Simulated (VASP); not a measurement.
S: single point with PBEsol

Crystal: S.

```xyz
2
Lattice="0.0000 2.4980 2.4980 2.4980 0.0000 2.4980 2.4980 2.4980 0.0000" Properties=species:S:1:pos:R:3 pbc="T T T"
S    -0.6245   -0.6245   -0.6245
S     0.6245    0.6245    0.6245
```

This cell differs from its parent crystal: volume scaled by 0.68.

```json
{
 "Program": "VASP 6.6.1",
 "Task": "single point",
 "Functional": "PBEsol",
 "Potentials or basis": "VASP PAW PBE potentials, release 64 (S)",
 "Cutoff": "520 eV",
 "k mesh": "13 × 13 × 13",
 "Occupations": "fermi-dirac, width 0.05 eV",
 "Spin": "no spin polarisation"
}
```

```
Pressure               : 34.7 GPa
Band gap on the k mesh : zero (band 6 reaches 10.22 eV, above the bottom of band 7 at 6.94 eV)
```

Levels at points of the mesh, in eV from the Fermi level:
```
           k point  band 4  band 5  band 6  band 7  band 8  band 9
(0.00, 0.00, 0.00)   -5.64   -5.64   -1.70   -1.70   -1.70    5.93
```

Run time: 13 s on 1 thread of Intel(R) Xeon(R) 6975P-C (Granite Rapids) (shared host), peak memory 0.16 GiB.

Caveat: the PAW data sets were made with another functional, which shifts forces and pressure a little.
